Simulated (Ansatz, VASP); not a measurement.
## CuO in VASP and in Ansatz

INCAR

```
SYSTEM = CuO
PREC = Accurate
ENCUT = 520
EDIFF = 1E-7
ISMEAR = -1
SIGMA = 0.05
LREAL = .FALSE.
LASPH = .TRUE.
NELM = 80
ALGO = Normal
ISIF = 2
LWAVE = .FALSE.
LCHARG = .FALSE.
GGA = VW
NBANDS = 25
```

Contents of KPOINTS:

```
regular mesh
0
G
  10 10 5
  0 0 0
```

Contents of POSCAR:

```
CuO
1.0
    2.2940437287     -1.6763657078      0.0000000000
    2.2940437287      1.6763657078      0.0000000000
   -0.8326750593      0.0000000000      4.9546185987
Cu O
2 2
Direct
    0.5000000000      0.0000000000      0.5000000000
    0.0000000000      0.5000000000      0.0000000000
    0.4184000000      0.5816000000      0.7500000000
    0.5816000000      0.4184000000      0.2500000000
```

Contents of input.yaml:

```yaml
crystal:
  lattice:
    - [2.2940437287, -1.6763657078, 0.0]
    - [2.2940437287, 1.6763657078, 0.0]
    - [-0.8326750593, 0.0, 4.9546185987]
  atoms:
    - { symbol: Cu, position: [0.5, 0.0, 0.5] }
    - { symbol: Cu, position: [0.0, 0.5, 0.0] }
    - { symbol: O, position: [0.4184, 0.5816, 0.75] }
    - { symbol: O, position: [0.5816, 0.4184, 0.25] }
hamiltonian:
  xc: { exchange: slater, correlation: vwn5 }
  pseudopotentials: { kind: paw }
kpoints:
  mp_grid: { grid: [10, 10, 5] }
scf:
  occupations: { method: fermi_dirac, width: 0.05 }
output:
  forces: true
  stress: true
  eigenvalues: true
```

Alike in both runs: task single point; functional SVWN5; k mesh 10 × 10 × 5; occupations fermi-dirac, width 0.05 eV; no spin polarisation.

|  | VASP | Ansatz |
| --- | --- | --- |
| version | VASP 6.6.1 | Ansatz 0.2.0 |
| potentials or method | VASP PAW PBE potentials, release 64 (Cu, O) | Ansatz PAW |
| plane-wave cutoff (eV) | 520 | 420 |
| valence electrons in the cell | 34 | 50 |

|  | VASP | Ansatz | Ansatz less VASP |
| --- | --- | --- | --- |
| gap on the k mesh at the Fermi level (eV) | none | none | - |
| pressure (GPa) | 2.8 | 1.9 | -0.88 |
| traceless stress, the component that is largest in VASP (GPa) | -1.39 | -1.31 | +0.082 |
| rms of the force components (eV/Å) | 0.092 | 0.112 | +0.0196 |

VASP's potentials were made for PBE, not for SVWN5. Atom by atom the forces differ by 0.020 eV/Å (rms over components). A gap of «none» marks a metal or a gap that the smearing closes. The functional is the same, so the differences come from potentials, cutoffs and numerics. VASP's potentials hold 34 valence electrons a cell and Ansatz's 50, so a difference there can come from the potentials and not from the codes.
